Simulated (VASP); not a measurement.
# HPt6 in VASP: notebook, part 2 of 2

VASP 6.6.1. Earlier steps stand in the parts before.

### 4 Single point, PBEsol

The input, INCAR:

```
SYSTEM = HPt6
PREC = Accurate ; ENCUT = 520
EDIFF = 1E-6 ; ISMEAR = 0
SIGMA = 0.1 ; LREAL = .False.
LASPH = .True. ; NELM = 60
ALGO = Normal ; ISIF = 2
LWAVE = .False. ; LCHARG = .False.
LDIPOL = .True. ; IDIPOL = 3
DIPOL = 0.5 0.5 0.482 ; GGA = PS
NBANDS = 40
```

The input, KPOINTS:

```
regular mesh
0
Gamma
  10 7 1
  0 0 0
```

The input, POSCAR:

```
HPt6
1.0
    2.7704872841      0.0000000000      0.0000000000
    0.0000000000      3.9180606916      0.0000000000
    0.0000000000      0.0000000000     25.9262182103
Pt H
6 1
Direct
    0.5000000000      0.5000000000      0.3278534467
    0.0000000000      0.0000000000      0.3812836705
    0.5000000000      0.5000000000      0.4347138944
    0.0000000000      0.0000000000      0.4875066859
    0.5000000000      0.5000000000      0.5437652710
    0.0000000000      0.0000000000      0.5936420059
    0.0000000000      0.5000000000      0.6019675144
```

Potentials or basis: VASP PAW PBE potentials, release 64 (Pt, H).

Command:

```sh
cat potpaw_PBE.64/Pt/POTCAR potpaw_PBE.64/H/POTCAR > POTCAR
mpirun -np 1 vasp_std > vasp.out
```

OUTCAR:

```text
SYSTEM = HPt6
   PREC = Accurate
   ENCUT = 520
   EDIFF = 1E-6
   ISMEAR = 0
   LREAL = .False.
   LASPH = .True.
   NELM = 60
   ISIF = 2
   GGA = PS

 ion  position               nearest neighbor table
   1  0.500  0.500  0.328-   2 2.77   2 2.77   2 2.77   2 2.77   3 2.77
   2  0.000  0.000  0.381-   4 2.75   1 2.77   1 2.77   1 2.77   1 2.77   3 2.77   3 2.77   3 2.77
                             3 2.77
   3  0.500  0.500  0.435-   4 2.76   4 2.76   4 2.76   4 2.76   2 2.77   2 2.77   2 2.77   2 2.77
                             1 2.77   5 2.83
   4  0.000  0.000  0.488-   6 2.75   2 2.75   3 2.76   3 2.76   3 2.76   3 2.76   5 2.81   5 2.81
                             5 2.81   5 2.81
   5  0.500  0.500  0.544-   7 2.05   7 2.05   6 2.73   6 2.73   6 2.73   6 2.73   4 2.81   4 2.81
                             4 2.81   4 2.81   3 2.83
   6  0.000  0.000  0.594-   7 1.97   7 1.97   5 2.73   5 2.73   5 2.73   5 2.73   4 2.75
   7  0.000  0.500  0.602-   6 1.97   6 1.97   5 2.05   5 2.05

  LATTYP: Found a simple orthorhombic cell.
 ALAT       =     2.7704872841
 B/A-ratio  =     1.4142135624
[... 204 lines left out ...]
  band No.  band energies     occupation
      1     -10.1333      2.00000
      2      -8.9494      2.00000
      3      -7.2268      2.00000
      4      -6.6597      2.00000
      5      -6.2323      2.00000
      6      -6.0997      2.00000
[... 1021 lines left out ...]
     39       5.8853      0.00000
     40       5.9270      0.00000

------------------------ aborting loop because EDIFF is reached ----------------------------------------

 vacuum level on the upper side and lower side of the slab       (xc-potential included)        -0.197        -0.162

  FORCE on cell =-STRESS in cart. coord.  units (eV):
  Direction    XX          YY          ZZ          XY          YZ          ZX
  --------------------------------------------------------------------------------------
  -------------------------------------------------------------------------------------
  Total       -5.4373397     -4.9458233     -1.3687373      0.0000000      0.0000000      0.0000000
  in kB      -30.9549819    -28.1567603     -7.7922736      0.0000000      0.0000000      0.0000000
  external PRESSURE =     -22.3013386 kB  Pullay stress =       0.0000000 kB

 VOLUME and BASIS-vectors are now :
 -----------------------------------------------------------------------------
  energy-cutoff  :      520.00
  volume of cell :      281.43
      direct lattice vectors                 reciprocal lattice vectors
     2.770487284  0.000000000  0.000000000     0.360947334  0.000000000  0.000000000
     0.000000000  3.918060692  0.000000000     0.000000000  0.255228308  0.000000000
     0.000000000  0.000000000 25.926218210     0.000000000  0.000000000  0.038570994

 POSITION                                       TOTAL-FORCE (eV/Angst)
 -----------------------------------------------------------------------------------
      1.38524      1.95903      8.50000         0.000000      0.000000      0.906207
      0.00000      0.00000      9.88524         0.000000      0.000000     -0.984723
      1.38524      1.95903     11.27049         0.000000      0.000000      0.106062
      0.00000      0.00000     12.63920         0.000000      0.000000      0.008179
      1.38524      1.95903     14.09778         0.000000      0.000000      0.001568
      0.00000      0.00000     15.39089         0.000000      0.000000     -0.031496
      0.00000      1.95903     15.60674         0.000000      0.000000     -0.005798
 -----------------------------------------------------------------------------------
    total drift:                                0.000000     -0.000000      0.000172

  FREE ENERGIE OF THE ION-ELECTRON SYSTEM (eV)
  ---------------------------------------------------
  free  energy   TOTEN  =       -42.1286230452 eV

  energy  without entropy=      -42.0706422448  energy(sigma->0) =      -42.09963264

 vacuum level on the upper side and lower side of the slab         5.170         5.208
```

OSZICAR:

```text
N       E                     dE             d eps       ncg     rms          rms(c)
DAV:   1     0.407552814965E+03    0.40755E+03   -0.26120E+04  1920   0.127E+03
DAV:   2    -0.201034286878E+02   -0.42766E+03   -0.39461E+03  2368   0.263E+02
DAV:   3    -0.443162427443E+02   -0.24213E+02   -0.22535E+02  2328   0.604E+01
[... 24 lines left out ...]
DAV:  28    -0.421286116297E+02   -0.69164E-05   -0.98261E-06  1512   0.141E-02    0.416E-03
DAV:  29    -0.421286180389E+02   -0.64092E-05   -0.77090E-07  1376   0.425E-03    0.395E-03
DAV:  30    -0.421286200974E+02   -0.20585E-05   -0.11960E-07  1384   0.140E-03    0.310E-03
DAV:  31    -0.421286221258E+02   -0.20284E-05   -0.92929E-07  1320   0.416E-03    0.373E-03
DAV:  32    -0.421286230452E+02   -0.91933E-06   -0.62750E-08  1360   0.977E-04
   1 F= -.42128623E+02 E0= -.42099633E+02  d E =-.579808E-01
```

stdout:

```text
POSCAR found type information on POSCAR PtH
 POSCAR found :  2 types and       7 ions
 scaLAPACK will be used
 -----------------------------------------------------------------------------
|                                                                             |
|                                                                             |
|     You enforced a specific xc type in the INCAR file but a different       |
|     I HOPE YOU KNOW WHAT YOU ARE DOING!                                     |
|                                                                             |
 -----------------------------------------------------------------------------

 LDA part: xc-table for (Slater+PW92), standard interpolation
 POSCAR, INCAR and KPOINTS ok, starting setup
 FFT: planning ... GRIDC
 FFT: planning ... GRID_SOFT
 FFT: planning ... GRID
 WAVECAR not read
 entering main loop
```

It took 4.5 min on 1 thread of Intel Xeon 6975P-C (Granite Rapids), shared host; peak memory 0.48 GiB.

What came out:

```yaml
Free_energy: -42.1286 eV
Largest_force: 0.985 eV/Å
Band_gap_on_the_k_mesh: zero (an odd number of electrons rules out a gap without spin polarisation)
```

Forces on the atoms (eV/Å):
```
Pt   0.000  0.000  0.906
Pt   0.000  0.000 -0.985
Pt   0.000  0.000  0.106
Pt   0.000  0.000  0.008
Pt   0.000  0.000  0.002
Pt   0.000  0.000 -0.031
H    0.000  0.000 -0.006
```

Levels at points of the mesh, in eV from the Fermi level:
```csv
k point,band 28,band 29,band 30,band 31,band 32,band 33,band 34,band 35
"(0.00, 0.00, 0.00)",-0.60,-0.49,-0.33,-0.09,0.05,0.43,0.63,2.90
"(0.50, 0.00, 0.00)",-0.07,0.27,0.35,1.83,1.98,2.00,2.12,2.41
```

Caveat: the PAW data sets were made with another functional, which shifts forces and pressure a little; spin-orbit coupling is left out, which moves the levels of the heavy elements.
